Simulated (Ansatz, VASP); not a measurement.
## One calculation of W, two programs

```
CELL_PARAMETERS angstrom
5.07868 0.00000 0.00000
0.00000 5.07868 0.00000
0.00000 0.00000 5.07868
ATOMIC_POSITIONS crystal
W 0.00000 0.00000 0.00000
W 0.50000 0.50000 0.50000
W 0.00000 0.50000 0.25000
W 0.00000 0.50000 0.75000
W 0.25000 0.00000 0.50000
W 0.75000 0.00000 0.50000
W 0.50000 0.75000 0.00000
W 0.50000 0.25000 0.00000
```

Alike in both runs: functional PBE; k mesh 8 × 8 × 8; occupations gaussian, width 0.1 eV; no spin polarisation.

Ansatz relaxed the structure, and its values are those at the end. VASP's run is a single point on that final structure, the one shown.

|  | VASP | Ansatz |
| --- | --- | --- |
| version | VASP 6.6.1 | Ansatz 0.2.0 |
| potentials or method | VASP PAW PBE potentials, release 64 (W_sv), cutoff 520 eV | scalar-relativistic, plane waves, PAW |
| valence electrons in the cell | 112 | 112 |

|  | VASP | Ansatz | Ansatz less VASP |
| --- | --- | --- | --- |
| gap on the k mesh at the Fermi level (eV) | none | none | - |
| pressure (GPa) | 0.6 | 0.0 | -0.57 |

A gap of «none» marks a metal or a gap that the smearing closes.

Spin-orbit coupling is off throughout.
